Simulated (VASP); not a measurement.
The system is NdHf.

```
Nd Hf
1.0
     0.00000    3.84277    3.84277
     3.84277    0.00000    3.84277
     3.84277    3.84277    0.00000
Nd Hf
2 2
Cartesian
  0.0000 0.0000 0.0000
  1.9214 1.9214 1.9214
  3.8428 3.8428 3.8428
  5.7642 5.7642 5.7642
```

The cell was generated, and may not be a known phase.

| Property | Result |
| --- | --- |
| Program | VASP 6.6.1 |
| Task | relaxation of cell and atoms |
| Functional | PBE |
| Potentials or basis | VASP PAW PBE potentials, release 64 (Nd_3, Hf_pv), 4f in core |
| Cutoff | 500 eV |
| k mesh | 5 × 5 × 5 |
| Occupations | gaussian, width 0.2 eV |
| Spin | no spin polarisation |

At the start: pressure -1.8 GPa; volume 28.37 Å³/atom.

Task: Where does the relaxation end?

Result: Over 3 steps the energy falls by 5.6 meV/atom and the volume is 27.42 Å³/atom (-3.3 %); space group Fd-3m (No. 227, to 0.1 Å) before and after.

The path:
| step | energy change (eV) | largest force (eV/Å) | pressure (GPa) | volume (Å³) |
| --- | --- | --- | --- | --- |
| 1 | 0.0000 | 0.0000 | -1.84 | 113.49 |
| 2 | -0.0188 | 0.0000 | 0.79 | 108.22 |
| 3 | -0.0223 | 0.0000 | 0.01 | 109.69 |

Final structure:
```
Nd Hf
1.0
     0.00000    3.79941    3.79941
     3.79941    0.00000    3.79941
     3.79941    3.79941    0.00000
Nd Hf
2 2
Direct
  0.00000 0.00000 0.00000
  0.25000 0.25000 0.25000
  0.50000 0.50000 0.50000
  0.75000 0.75000 0.75000
```
